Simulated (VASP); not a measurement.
Write the native input for VASP 6.6.1 that does the following.

```
Task                    : density of states
Functional              : PBE
Potentials or basis     : VASP PAW PBE potentials, release 64 (Au)
Cutoff                  : 520 eV
k mesh                  : 17 × 17 × 17
Occupations             : fermi-dirac, width 0.1 eV
Spin                    : no spin polarisation
Dipole correction       : no
k mesh for the DOS      : 26 × 26 × 26
Occupations for the DOS : tetrahedron
Further INCAR settings  : ALGO = Normal; EDIFF = 1e-06; NBANDS = 12
```

Crystal: Au.

```
Au
1.0
     0.00000    1.59295    1.59295
     1.59295    0.00000    1.59295
     1.59295    1.59295    0.00000
Au
1
Direct
  0.00000 0.00000 0.00000
```

This cell differs from its parent crystal: volume scaled by 0.45.

The input as run:

POSCAR

```
Au
1.0
    0.0000000000      1.5929548789      1.5929548789
    1.5929548789      0.0000000000      1.5929548789
    1.5929548789      1.5929548789      0.0000000000
Au
1
Direct
    0.0000000000      0.0000000000      0.0000000000
```

INCAR.step1

```
PREC     = Accurate       # precision mode
ENCUT    = 520            # plane-wave cutoff, eV
EDIFF    = 1E-6           # SCF threshold, eV
ISMEAR   = -1             # smearing method
SIGMA    = 0.1            # smearing width, eV
LREAL    = F              # projectors in reciprocal space
LASPH    = T              # aspherical terms in the spheres
NELM     = 80             # most SCF steps
ALGO     = Normal         # electronic algorithm
ISIF     = 2              # what is computed and relaxed
LWAVE    = F              # write WAVECAR
LCHARG   = T              # write CHGCAR
LMAXMIX  = 4              # l up to which the mixer works
GGA      = PE             # functional
NBANDS   = 12             # bands
```

KPOINTS.step1

```
Automatic mesh
0
Gamma
  17 17 17
```

INCAR.step2

```
PREC     = Accurate       # precision mode
ENCUT    = 520            # plane-wave cutoff, eV
EDIFF    = 1E-6           # SCF threshold, eV
ISMEAR   = -5             # smearing method
SIGMA    = 0.1            # smearing width, eV
LREAL    = F              # projectors in reciprocal space
LASPH    = T              # aspherical terms in the spheres
NELM     = 80             # most SCF steps
ALGO     = Normal         # electronic algorithm
ISIF     = 2              # what is computed and relaxed
LWAVE    = F              # write WAVECAR
LCHARG   = F              # write CHGCAR
LMAXMIX  = 4              # l up to which the mixer works
GGA      = PE             # functional
LORBIT   = 10             # projections on sites
NBANDS   = 12             # bands
NEDOS    = 1001           # points of the DOS
ICHARG   = 11             # starting density
```

KPOINTS.step2

```
Automatic mesh
0
Gamma
  26 26 26
```

Potentials or basis: VASP PAW PBE potentials, release 64 (Au).

Launch:

```console
$ cat potpaw_PBE.64/Au/POTCAR > POTCAR
$ cp INCAR.step1 INCAR
$ cp KPOINTS.step1 KPOINTS
$ mpirun -np 1 vasp_std > vasp.out
$ cp INCAR.step2 INCAR
$ cp KPOINTS.step2 KPOINTS
$ mpirun -np 1 vasp_std > vasp.out
```

Wall time 29 s on 1 thread of Intel(R) Xeon(R) Platinum 8488C (Sapphire Rapids), with other jobs on the host, peak memory 0.16 GiB.
